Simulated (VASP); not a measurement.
Wanted: the native input for a VASP 6.6.1 run.

| Property | Result |
| --- | --- |
| Task | single point |
| Functional | HSE06 |
| Potentials or basis | VASP PAW PBE potentials, release 64 (Al, N) |
| Cutoff | 520 eV |
| k mesh | 6 × 6 × 6 |
| Occupations | gaussian, width 0.02 eV |
| Spin | no spin polarisation |
| Dipole correction | no |
| Grid for exact exchange (PRECFOCK) | Normal |
| Further INCAR settings | ALGO = Normal; EDIFF = 1e-06; NBANDS = 11 |
| Share of exact exchange | 0.25 |
| Screening parameter | 0.2079 1/Å |

AlN:

```xyz
2
Lattice="0.0000 2.0547 2.0547 2.0547 0.0000 2.0547 2.0547 2.0547 0.0000" Properties=species:S:1:pos:R:3 pbc="T T T"
Al    2.0547    2.0547    2.0547
N     0.0000    0.0000    0.0000
```

One way to write it, as run:

POSCAR

```
AlN
1.0
    0.0000000000      2.0546507614      2.0546507614
    2.0546507614      0.0000000000      2.0546507614
    2.0546507614      2.0546507614      0.0000000000
Al N
1 1
Direct
    0.5000000000      0.5000000000      0.5000000000
    0.0000000000      0.0000000000      0.0000000000
```

INCAR.step1

```
  ALGO = Normal
  EDIFF = 1E-5
  ENCUT = 520
  GGA = PE
  ISIF = 2
  ISMEAR = 0
  LASPH = T
  LCHARG = F
  LREAL = F
  LWAVE = T
  NBANDS = 11
  NELM = 80
  PREC = Accurate
  SIGMA = 0.02
```

INCAR.step2

```
  ALGO = Normal
  EDIFF = 1E-6
  ENCUT = 520
  GGA = PE
  HFSCREEN = 0.2079
  ISIF = 2
  ISMEAR = 0
  ISTART = 1
  LASPH = T
  LCHARG = F
  LHFCALC = T
  LREAL = F
  LWAVE = F
  NBANDS = 11
  NELM = 80
  PREC = Accurate
  PRECFOCK = Normal
  SIGMA = 0.02
```

KPOINTS

```
k-points
0
Gamma
  6 6 6
```

Potentials or basis: VASP PAW PBE potentials, release 64 (Al, N).

The run is started by

```bash
$ cat potpaw_PBE.64/Al/POTCAR potpaw_PBE.64/N/POTCAR > POTCAR
$ cp INCAR.step1 INCAR
$ mpirun -np 1 vasp_std > vasp.out
$ cp INCAR.step2 INCAR
$ mpirun -np 1 vasp_std > vasp.out
```

Results of the run:

The pressure is -14.5 GPa and the band gap on the k mesh is 5.47 eV (least direct gap 6.45 eV).

Caveat: the k points lie up to 0.44 Å⁻¹ apart; the PAW data sets were made with another functional, which shifts forces and pressure a little.

Run time: 2.5 min on 1 thread of Intel(R) Xeon(R) 6975P-C (Granite Rapids), on a shared host, peak memory 0.24 GiB.
